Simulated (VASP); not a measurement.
**MoSe2: vibrations by perturbation theory with LDA**

The system is MoSe2.

```
Mo Se
1.0
     3.26992    0.00000    0.00000
    -1.63496    2.83184    0.00000
     0.00000    0.00000   12.82632
Mo Se
2 4
Direct
  0.33333 0.66667 0.25000
  0.66667 0.33333 0.75000
  0.33333 0.66667 0.62130
  0.66667 0.33333 0.12130
  0.33333 0.66667 0.87870
  0.66667 0.33333 0.37870
```

```yaml
Program: VASP 6.6.1
Task: vibrations by perturbation theory
Functional: LDA
Potentials_or_basis: VASP PAW LDA potentials, release 64 (Mo_sv, Se)
Cutoff: 500 eV
k_mesh: 6 × 6 × 2
Occupations: gaussian, width 0.01 eV
Spin: no spin polarisation
Dipole_correction: no
Further_INCAR_settings: ALGO = Normal; EDIFF = 1e-08; NBANDS = 35; IBRION = 8; NSW = 1
```

```json
{
  "Highest phonon frequency at Γ, LO-TO splitting left out": "356 cm⁻¹"
}
```

Phonon frequencies in cm⁻¹ (negative: imaginary):
```
              q point                                                     frequencies
(0.000, 0.000, 0.000)  0 0 0 27 27 39 169 169 171 171 244 246 288 288 288 288 353 356
```

Wall time 12 min on 1 thread of Intel(R) Xeon(R) Platinum 8259CL CPU @ 2.50GHz (Skylake/Cascade Lake), with other jobs on the host, peak memory 0.48 GiB.

Caveat: the k points lie up to 0.37 Å⁻¹ apart.
